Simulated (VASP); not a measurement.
The system is BeTe.

```
Be Te
1.0
     0.00000    2.83146    2.83146
     2.83146    0.00000    2.83146
     2.83146    2.83146    0.00000
Be Te
1 1
Direct
  0.00000 0.00000 0.00000
  0.75000 0.75000 0.75000
```

```yaml
Program: VASP 6.6.1
Task: relaxation of cell and atoms
Functional: PBEsol
Potentials_or_basis: VASP PAW PBE potentials, release 64 (Be, Te)
Cutoff: 600 eV
k_mesh: 8 × 8 × 8
Occupations: gaussian, width 0.02 eV
Spin: no spin polarisation
```

At the start: pressure -1.5 GPa; volume 22.70 Å³/atom.

Problem. Where does the relaxation end?

Solution. Over 3 steps the energy falls by 3.0 meV/atom and the volume is 22.10 Å³/atom (-2.7 %); space group F-43m (No. 216, to 0.05 Å).

The path:
```
step  energy change (eV)  largest force (eV/Å)  pressure (GPa)  volume (Å³)
   1              0.0000                0.0000           -1.54        45.40
   2             -0.0057                0.0000            0.29        43.99
   3             -0.0059                0.0000            0.01        44.19
```

Final structure:
```cif
data_structure
_symmetry_space_group_name_H-M 'P 1'
_symmetry_Int_Tables_number 1
_cell_length_a 3.9684
_cell_length_b 3.9684
_cell_length_c 3.9684
_cell_angle_alpha 60.000
_cell_angle_beta 60.000
_cell_angle_gamma 60.000
_cell_volume 44.19
loop_
_atom_site_label
_atom_site_type_symbol
_atom_site_fract_x
_atom_site_fract_y
_atom_site_fract_z
_atom_site_occupancy
Be1 Be 0.00000 0.00000 0.00000 1
Te1 Te 0.75000 0.75000 0.75000 1
```

Caveat: the PAW data sets were made with another functional, which shifts forces and pressure a little.
